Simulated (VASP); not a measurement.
WSe2: single point with r2SCAN

System: WSe2, a slab with vacuum.

```
CELL_PARAMETERS angstrom
3.41386 0.00000 0.00000
-1.70693 2.95649 0.00000
0.00000 0.00000 30.69409
ATOMIC_POSITIONS crystal
W 0.66667 0.33333 0.00000
W 0.33333 0.66667 0.76994
W 0.33333 0.66667 0.23006
Se 0.33333 0.66667 0.05577
Se 0.66667 0.33333 0.82572
Se 0.66667 0.33333 0.28580
Se 0.33333 0.66667 0.94423
Se 0.66667 0.33333 0.71420
Se 0.66667 0.33333 0.17428
```

This cell differs from its parent crystal: strain +0.030 along x and y, +0.030 along z.

* Program: VASP 6.6.1
* Task: single point
* Functional: r2SCAN
* Potentials or basis: VASP PAW PBE potentials, release 64 (W_sv, Se)
* Cutoff: 520 eV
* k mesh: 12 × 12 × 1
* Occupations: gaussian, width 0.05 eV
* Spin: no spin polarisation

```
Largest force          : 1.316 eV/Å
Band gap on the k mesh : 1.38 eV (least direct gap 1.41 eV)
```

Forces in eV/Å, atoms in the order of the input:
```
W    0.000  0.000  0.000
W    0.000  0.000  0.001
W    0.000  0.000 -0.001
Se   0.000  0.000 -1.292
Se   0.000  0.000 -1.292
Se   0.000  0.000 -1.316
Se   0.000  0.000  1.292
Se   0.000  0.000  1.316
Se   0.000  0.000  1.292
```

Levels at points of the mesh, in eV from the valence-band top:
| k point | band 35 | band 36 | band 37 | band 38 | band 39 | band 40 | band 41 | band 42 | band 43 | band 44 |
| --- | --- | --- | --- | --- | --- | --- | --- | --- | --- | --- |
| (0.00, 0.00, 0.00) | -1.39 | -1.39 | -0.45 | -0.19 | 0.00 | 2.67 | 2.67 | 2.68 | 2.68 | 2.69 |
| (0.50, 0.00, 0.00) | -1.21 | -1.18 | -1.02 | -0.99 | -0.97 | 2.11 | 2.12 | 2.12 | 2.43 | 2.48 |

Run time: 64 min on 1 thread of Intel Xeon 8259CL, on a shared host, peak memory 0.63 GiB.

Caveat: the cell differs from its parent crystal (strain +0.030 along x and y, +0.030 along z); the PAW data sets were made with another functional, which shifts forces and pressure a little; spin-orbit coupling is left out, which moves the levels of the heavy elements.
